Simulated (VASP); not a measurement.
Here is a VASP 6.6.1 calculation.

Contents of INCAR:

```
PREC = Accurate
ENCUT = 700
EDIFF = 1E-6
ISMEAR = -1
SIGMA = 0.1
LREAL = False
LASPH = True
NELM = 120
ALGO = Normal
ISIF = 2
LWAVE = False
LCHARG = False
NBANDS = 40
GGA_COMPAT = False
```

The input KPOINTS:

```
Automatic mesh
0
Gamma
  9 9 9
```

The input POSCAR:

```
Ba2IrO4
1.0
   -1.9648108694      1.9648108694      6.5460402188
    1.9648108694     -1.9648108694      6.5460402188
    1.9648108694      1.9648108694     -6.5460402188
Ba Ir O
2 1 4
Direct
    0.3549070000      0.3549070000      0.0000000000
    0.6450930000      0.6450930000      0.0000000000
    0.0000000000      0.0000000000      0.0000000000
    0.5000000000      0.0000000000      0.5000000000
    0.1542060000      0.1542060000      0.0000000000
    0.8457940000      0.8457940000      0.0000000000
    0.0000000000      0.5000000000      0.5000000000
```

Potentials or basis: VASP PAW LDA potentials, release 64 (Ba_sv, Ir_sv_GW, O).

The run is started by

```console
$ cat potpaw_LDA.64/Ba_sv/POTCAR potpaw_LDA.64/Ir_sv_GW/POTCAR potpaw_LDA.64/O/POTCAR > POTCAR
$ mpirun -np 1 vasp_std > vasp.out
```

(1) Predict the band gap on the k mesh.

(2) Estimate the pressure.

(3) What does it give for the largest force?

Results:

(1) zero (an odd number of electrons rules out a gap without spin polarisation).

(2) 4.1 GPa.

(3) 0.243 eV/Å.

Caveat: the cell stands under pressure; spin-orbit coupling is left out, which moves the levels of the heavy elements; an odd number of electrons without spin polarisation forces a metal; a magnetic or distorted state may lie lower.
